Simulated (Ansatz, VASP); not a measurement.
**BN: VASP beside Ansatz**

INCAR

```
ALGO     = Normal         # electronic algorithm
EDIFF    = 1E-6           # SCF threshold, eV
ENCUT    = 600            # plane-wave cutoff, eV
GGA      = CA             # functional
GGA_COMPAT= F            
ISIF     = 2              # what is computed and relaxed
ISMEAR   = 0              # smearing method
LASPH    = T              # aspherical terms in the spheres
LCHARG   = F              # write CHGCAR
LREAL    = F              # projectors in reciprocal space
LWAVE    = F              # write WAVECAR
NBANDS   = 11             # bands
NELM     = 120            # most SCF steps
PREC     = Accurate       # precision mode
SIGMA    = 0.01           # smearing width, eV
```

KPOINTS

```
k-points
0
Gamma
  12 12 12
```

Contents of POSCAR:

```
BN
1.0
    0.0000000000      1.6737000000      1.6737000000
    1.6737000000      0.0000000000      1.6737000000
    1.6737000000      1.6737000000      0.0000000000
B N
1 1
Direct
    0.0000000000      0.0000000000      0.0000000000
    0.2500000000      0.2500000000      0.2500000000
```

Input for Ansatz:

```yaml
crystal:
  lattice:
    - [0.0, 1.6737, 1.6737]
    - [1.6737, 0.0, 1.6737]
    - [1.6737, 1.6737, 0.0]
  atoms:
    - { symbol: B, position: [0.0, 0.0, 0.0] }
    - { symbol: "N", position: [0.25, 0.25, 0.25] }
basis:
  ecutwfc: 420
kpoints:
  mp_grid: { grid: [12, 12, 12] }
hamiltonian:
  xc: lda
scf:
  occupations: { method: gaussian, width: 0.01 }
  n_extra_bands: 12
output:
  eigenvalues: true
  optics: { e_range: [0, 14], sigma: 0.1, nscf_kmesh: { grid: [20, 20, 20] } }
```

Alike in both runs: task single point; functional LDA; k mesh 12 × 12 × 12; occupations gaussian, width 0.01 eV; no spin polarisation.

```csv
,VASP,Ansatz
version,VASP 6.6.1,Ansatz 0.2.0
potentials or method,"VASP PAW LDA potentials, release 64 (B, N), cutoff 600 eV","scalar-relativistic, plane waves, PAW"
valence electrons in the cell,8,8
```

VASP gave:

- gap on the k mesh at the Fermi level (eV): 4.59
- least direct gap on the mesh (eV): 9.78

Task: Which values does Ansatz return?

Result: gap on the k mesh at the Fermi level (eV): 4.62; least direct gap on the mesh (eV): 9.79.

LDA's correlation is that of Perdew and Zunger in VASP and of Perdew and Wang (1992) in Ansatz.
